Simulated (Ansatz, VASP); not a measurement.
N: VASP beside Ansatz

File INCAR:

```
ALGO = Normal
EDIFF = 1E-8
ENCUT = 520
GGA = PS
ISIF = 2
ISMEAR = -1
LASPH = T
LCHARG = F
LEFG = T
LREAL = F
LWAVE = F
NBANDS = 18
NELM = 80
PREC = Accurate
SIGMA = 0.02
```

KPOINTS

```
k-points
0
Gamma
  4 4 4
```

File POSCAR:

```
N
1.0
    5.6490000000     -0.0564900000     -0.0564900000
   -0.0564900000      5.6490000000     -0.0564900000
   -0.0564900000     -0.0564900000      5.6490000000
N
4
Direct
    0.0300000000      0.0300000000      0.0300000000
    0.4700000000      0.9700000000      0.5300000000
    0.5300000000      0.4700000000      0.9700000000
    0.9700000000      0.5300000000      0.4700000000
```

Input for Ansatz:

```yaml
crystal:
  lattice:
    - [5.649, -0.05649, -0.05649]
    - [-0.05649, 5.649, -0.05649]
    - [-0.05649, -0.05649, 5.649]
  atoms:
    - { symbol: "N", position: [0.03, 0.03, 0.03] }
    - { symbol: "N", position: [0.47, 0.97, 0.53] }
    - { symbol: "N", position: [0.53, 0.47, 0.97] }
    - { symbol: "N", position: [0.97, 0.53, 0.47] }
kpoints:
  mp_grid: { grid: [4, 4, 4] }
scf:
  occupations: { method: fermi_dirac, width: 0.02 }
hamiltonian:
  xc: pbesol
  pseudopotentials: { kind: all_electron, datasets: crystal }
output:
  forces: true
  stress: true
  eigenvalues: true
  efg: { contact_densities: true }
```

Change from the starting cell: equal xy, yz and zx shear strains of -2 %, crystal datasets.

Alike in both runs: task electric field gradients; functional PBEsol; k mesh 4 × 4 × 4; occupations fermi-dirac, width 0.02 eV; no spin polarisation.

|  | VASP | Ansatz |
| --- | --- | --- |
| version | VASP 6.6.1 | Ansatz 0.2.0 |
| potentials or method | VASP PAW PBE potentials, release 64 (N), cutoff 520 eV | all-electron PAW with datasets made for the crystal, scalar-relativistic |

```tsv
	VASP	Ansatz	Ansatz less VASP
pressure (GPa)	-4.2	-4.1	+0.04
traceless stress, the component that is largest in VASP (GPa)	-0.17	-0.17	+0.001
rms of the force components (eV/Å)	0.228	0.228	+0.0002
size of Vzz on the site where it differs most (V/Å²)	6.7	6.6	-0.09
```

VASP's potentials were made for PBE, not for PBEsol. Atom by atom the forces differ by 0.000 eV/Å (rms over components). Ansatz ran all-electron here, and VASP with PAW potentials.
